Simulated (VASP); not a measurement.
# NbH2 (Fm-3m) in VASP: further runs, part 2 of 2

VASP 6.6.1. Earlier steps stand in the parts before.

## 4. Single point, r2SCAN (volume scaled by 0.97)

POSCAR

```
NbH2
1.0
    0.0000000000      2.2504378437      2.2504378437
    2.2504378437      0.0000000000      2.2504378437
    2.2504378437      2.2504378437      0.0000000000
Nb H
1 2
Direct
    0.0000000000      0.0000000000      0.0000000000
    0.2500000000      0.2500000000      0.2500000000
    0.7500000000      0.7500000000      0.7500000000
```

INCAR.step1

```
SYSTEM = NbH2
ALGO = Normal ; EDIFF = 1E-4
ENCUT = 520 ; GGA = PE
ISMEAR = 0 ; LASPH = .True.
LCHARG = .False. ; LREAL = .False.
LWAVE = .True. ; NBANDS = 14
NELM = 100 ; PREC = Accurate
SIGMA = 0.1
```

INCAR.step2

```
SYSTEM = NbH2
ALGO = Normal ; EDIFF = 1E-6
ENCUT = 520 ; ISIF = 2
ISMEAR = 0 ; ISTART = 1
LASPH = .True. ; LCHARG = .True.
LELF = .True. ; LMIXTAU = .True.
LREAL = .False. ; LVHAR = .True.
LWAVE = .False. ; METAGGA = R2SCAN
NBANDS = 14 ; NELM = 100
PREC = Accurate ; SIGMA = 0.1
```

KPOINTS

```
k-points
0
Gamma
  16 16 16
  0 0 0
```

Potentials or basis: VASP PAW PBE potentials, release 64 (Nb_sv, H).

The run is started by

```bash
$ cat potpaw_PBE.64/Nb_sv/POTCAR potpaw_PBE.64/H/POTCAR > POTCAR
$ cp INCAR.step1 INCAR
$ mpirun -np 1 vasp_std > vasp.out
$ cp INCAR.step2 INCAR
$ mpirun -np 1 vasp_std > vasp.out
```

OUTCAR:

```text
SYSTEM = NbH2
   EDIFF = 1E-6
   ENCUT = 520
   ISIF = 2
   ISMEAR = 0
   ISTART = 1
   LASPH = .True.
   LREAL = .False.
   METAGGA = R2SCAN
   NELM = 100
   PREC = Accurate

 ion  position               nearest neighbor table
   1  0.000  0.000  0.000-   3 1.95   3 1.95   3 1.95   2 1.95   2 1.95   2 1.95   3 1.95   2 1.95

   2  0.250  0.250  0.250-   1 1.95   1 1.95   1 1.95   1 1.95
   3  0.750  0.750  0.750-   1 1.95   1 1.95   1 1.95   1 1.95

  LATTYP: Found a face centered cubic cell.
 ALAT       =     4.5008756874

  Lattice vectors:

 A1 = (   0.0000000000,   2.2504378437,   2.2504378437)
 A2 = (   2.2504378437,   0.0000000000,   2.2504378437)
 A3 = (   2.2504378437,   2.2504378437,   0.0000000000)

Analysis of symmetry for initial positions (statically):
=====================================================================
 Subroutine PRICEL returns:
 Original cell was already a primitive cell.

 Routine SETGRP: Setting up the symmetry group for a
 face centered cubic supercell.

 Subroutine GETGRP returns: Found 48 space group operations
 (whereof 48 operations were pure point group operations)
 out of a pool of 48 trial point group operations.
[... 182 lines left out ...]
      9       9.1191      2.00000
     10      11.9944      0.00000
     11      11.9944      0.00000
     12      23.6474      0.00000
     13      24.8544      0.00000
     14      24.8544      0.00000
[... 377 lines left out ...]
      1     -46.6970      2.00000
      2     -21.7970      2.00000
      3     -21.7369      2.00000
      4     -21.7207      2.00000
      5      -0.6824      2.00000
      6       6.9517      2.00000
      7       9.2688      2.00000
      8       9.2939      2.00000
      9      11.5207      0.00000
     10      11.7414      0.00000
     11      11.9876      0.00000
     12      21.7367      0.00000
     13      25.0962      0.00000
     14      25.6239      0.00000

 [... further k-points ...]

------------------------ aborting loop because EDIFF is reached ----------------------------------------

  FORCE on cell =-STRESS in cart. coord.  units (eV):
  Direction    XX          YY          ZZ          XY          YZ          ZX
  --------------------------------------------------------------------------------------
  -------------------------------------------------------------------------------------
  Total        0.8135040      0.8135040      0.8135040      0.0000000      0.0000000      0.0000000
  in kB       57.1793472     57.1793472     57.1793472      0.0000000      0.0000000      0.0000000
  external PRESSURE =      57.1793472 kB  Pullay stress =       0.0000000 kB

 VOLUME and BASIS-vectors are now :
 -----------------------------------------------------------------------------
  energy-cutoff  :      520.00
  volume of cell :       22.79
      direct lattice vectors                 reciprocal lattice vectors
     0.000000000  2.250437844  2.250437844    -0.222178987  0.222178987  0.222178987
     2.250437844  0.000000000  2.250437844     0.222178987 -0.222178987  0.222178987
     2.250437844  2.250437844  0.000000000     0.222178987  0.222178987 -0.222178987

 POSITION                                       TOTAL-FORCE (eV/Angst)
 -----------------------------------------------------------------------------------
      0.00000      0.00000      0.00000        -0.000000      0.000000      0.000000
      1.12522      1.12522      1.12522         0.000000      0.000000      0.000000
      3.37566      3.37566      3.37566         0.000000     -0.000000     -0.000000
 -----------------------------------------------------------------------------------
    total drift:                               -0.000000      0.000000      0.000000

  FREE ENERGIE OF THE ION-ELECTRON SYSTEM (eV)
  ---------------------------------------------------
  free  energy   TOTEN  =       -32.5573197013 eV

  energy  without entropy=      -32.5532853333  energy(sigma->0) =      -32.55530252
```

OSZICAR.step1:

```text
N       E                     dE             d eps       ncg     rms          rms(c)
DAV:   1     0.122649910850E+03    0.12265E+03   -0.79671E+03  4068   0.106E+03
DAV:   2    -0.140088941807E+02   -0.13666E+03   -0.12907E+03  4738   0.374E+02
DAV:   3    -0.188341290573E+02   -0.48252E+01   -0.46012E+01  5946   0.626E+01
DAV:   4    -0.191063318008E+02   -0.27220E+00   -0.27166E+00  5402   0.136E+01
DAV:   5    -0.191126385802E+02   -0.63068E-02   -0.63058E-02  5914   0.188E+00    0.977E+00
DAV:   6    -0.178630317296E+02    0.12496E+01   -0.13541E+00  6360   0.138E+01    0.312E+00
DAV:   7    -0.177076041483E+02    0.15543E+00   -0.36306E-01  6810   0.597E+00    0.813E-01
DAV:   8    -0.177060317207E+02    0.15724E-02   -0.30681E-02  5538   0.212E+00    0.309E-01
DAV:   9    -0.177063608915E+02   -0.32917E-03   -0.32634E-03  6558   0.572E-01    0.811E-02
DAV:  10    -0.177062571169E+02    0.10377E-03   -0.26448E-04  4338   0.139E-01    0.152E-02
DAV:  11    -0.177062582276E+02   -0.11107E-05   -0.13202E-05  2180   0.338E-02
   1 F= -.17706258E+02 E0= -.17704132E+02  d E =-.425330E-02
```

It took 50 s on 1 thread of Intel Xeon 6975P-C (Granite Rapids), shared host; peak memory 0.17 GiB.

Results:

```yaml
Free_energy: -32.5573 eV
Pressure: 5.7 GPa
```

Levels at points of the mesh, in eV from the Fermi level:
| k point | band 5 | band 6 | band 7 | band 8 | band 9 | band 10 | band 11 | band 12 |
| --- | --- | --- | --- | --- | --- | --- | --- | --- |
| (0.00, 0.00, 0.00) | -11.61 | -1.63 | -1.50 | -1.50 | -1.50 | 1.38 | 1.38 | 13.03 |
| (0.50, 0.00, 0.00) | -9.22 | -5.48 | -1.34 | -1.34 | 2.87 | 2.87 | 5.24 | 6.80 |
| (0.50, 0.50, 0.00) | -8.36 | -5.56 | -4.77 | 3.04 | 3.13 | 3.13 | 7.68 | 7.68 |

Caveat: the PAW data sets were made with another functional, which shifts forces and pressure a little.

## 5. Overview

```csv
task,cell,cutoff (eV),gap on the mesh (eV),pressure (GPa)
single point,"a = 3.215 Å, angles 60.0°, 3 atoms",520,none,-0.3
relaxation of cell and atoms,"relaxed from a = 3.227 Å, angles 60.0°, 3 atoms",600,none,0.0
single point,"a = 3.183 Å, angles 60.0°, 3 atoms",520,none,5.7
```

Alike in all rows: level r2SCAN; potentials or basis VASP PAW PBE potentials, release 64 (Nb_sv, H); no spin polarisation; k mesh 16 × 16 × 16; smearing gaussian 0.1 eV.

Caveats: the PAW data sets were made with another functional, which shifts forces and pressure a little.

Total energies depend on the potentials used, so only differences within one code and one set of settings carry meaning.
